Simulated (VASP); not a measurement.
Runs of VASP 6.6.1 on Al. The structure is that of space group P6/mmm (No. 191), or close to it. The cells are those of the table. 

| task | cell | k mesh | cutoff (eV) | gap on the mesh (eV) | pressure (GPa) |
| --- | --- | --- | --- | --- | --- |
| single point | a = 4.519, b = 4.519, c = 2.796 Å, angles 90.0, 90.0, 120.0°, 3 atoms | 8 × 8 × 11 | 520 | none | 0.1 |
| single point | a = 4.578, b = 4.578, c = 2.833 Å, angles 90.0, 90.0, 120.0°, 3 atoms | 9 × 9 × 13 | 520 | none | (a) |
| relaxation of cell and atoms | relaxed from a = 4.544, b = 4.544, c = 2.785 Å, angles 90.0, 90.0, 120.0°, 3 atoms | 8 × 8 × 11 | 600 | none | 0.0 |
| single point | a = 4.395, b = 4.395, c = 2.719 Å, angles 90.0, 90.0, 120.0°, 3 atoms | 9 × 9 × 13 | 520 | none | 7.3 |
| single point | a = 4.636, b = 4.636, c = 2.869 Å, angles 90.0, 90.0, 120.0°, 3 atoms | 9 × 9 × 13 | 520 | none | -4.8 |

Alike in all rows: level LDA; potentials or basis VASP PAW LDA potentials, release 64 (Al); no spin polarisation; smearing fermi-dirac 0.1 eV.

Q: Estimate the missing entries.

A: (a) -2.7.

A gap of «none» marks levels without a gap at the run's occupations.
